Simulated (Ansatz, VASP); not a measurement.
# C: VASP beside Ansatz

INCAR

```
SYSTEM = C
PREC     = Accurate       ! precision mode
ENCUT    = 520            ! plane-wave cutoff, eV
EDIFF    = 1E-6           ! SCF threshold, eV
ISMEAR   = 0              ! smearing method
SIGMA    = 0.05           ! smearing width, eV
LREAL    = .FALSE.        ! projectors in reciprocal space
LASPH    = .TRUE.         ! aspherical terms in the spheres
NELM     = 100            ! most SCF steps
ALGO     = Normal         ! electronic algorithm
ISIF     = 2              ! what is computed and relaxed
LWAVE    = .FALSE.        ! write WAVECAR
LCHARG   = .TRUE.         ! write CHGCAR
GGA      = PE             ! functional
IVDW     = 12             ! dispersion correction
LELF     = .TRUE.         ! ELF
LVHAR    = .TRUE.       
NBANDS   = 11             ! bands
```

File KPOINTS:

```
regular mesh
0
G
  15 15 15
  0 0 0
```

Contents of POSCAR:

```
C
1.0
    1.2324984681      0.7115833223      3.3613878357
   -1.2324984681      0.7115833223      3.3613878357
    0.0000000000     -1.4231666447      3.3613878357
C
2
Direct
    0.1478320611      0.1478320611      0.1899915652
    0.8521679389      0.8521679389      0.8100084348
```

Input for Ansatz:

```yaml
crystal:
  lattice:
    - [1.2324984681, 0.7115833223, 3.3613878357]
    - [-1.2324984681, 0.7115833223, 3.3613878357]
    - [0.0, -1.4231666447, 3.3613878357]
  atoms:
    - { symbol: C, position: [0.1478320611, 0.1478320611, 0.1899915652] }
    - { symbol: C, position: [0.8521679389, 0.8521679389, 0.8100084348] }
basis:
  ecutwfc: 520.0
kpoints:
  mp_grid: { grid: [15, 15, 15] }
hamiltonian:
  xc: pbe
  dispersion: d3bj
scf:
  occupations: { method: gaussian, width: 0.05 }
output:
  forces: true
  stress: true
  eigenvalues: true
```

Change from the starting cell: mode 4 frozen in at -0.048 Å and mode 6 at -0.060 Å (largest displacements).

Alike in both runs: task single point; functional PBE; dispersion D3(BJ); k mesh 15 × 15 × 15; occupations gaussian, width 0.05 eV; no spin polarisation.

|  | VASP | Ansatz |
| --- | --- | --- |
| version | VASP 6.6.1 | Ansatz 0.2.0 |
| potentials or method | VASP PAW PBE potentials, release 64 (C), cutoff 520 eV | scalar-relativistic, plane waves, PAW |
| valence electrons in the cell | 8 | 8 |

|  | VASP | Ansatz | Ansatz less VASP |
| --- | --- | --- | --- |
| gap on the k mesh at the Fermi level (eV) | 0.25 | 0.25 | +0.001 |
| least direct gap on the mesh (eV) | 0.29 | 0.29 | 0.000 |
| pressure (GPa) | 7.2 | 6.8 | -0.34 |
| traceless stress, the component that is largest in VASP (GPa) | 18.90 | 18.47 | -0.434 |
| rms of the force components (eV/Å) | 4.279 | 4.268 | -0.0102 |

Atom by atom the forces differ by 0.011 eV/Å (rms over components).
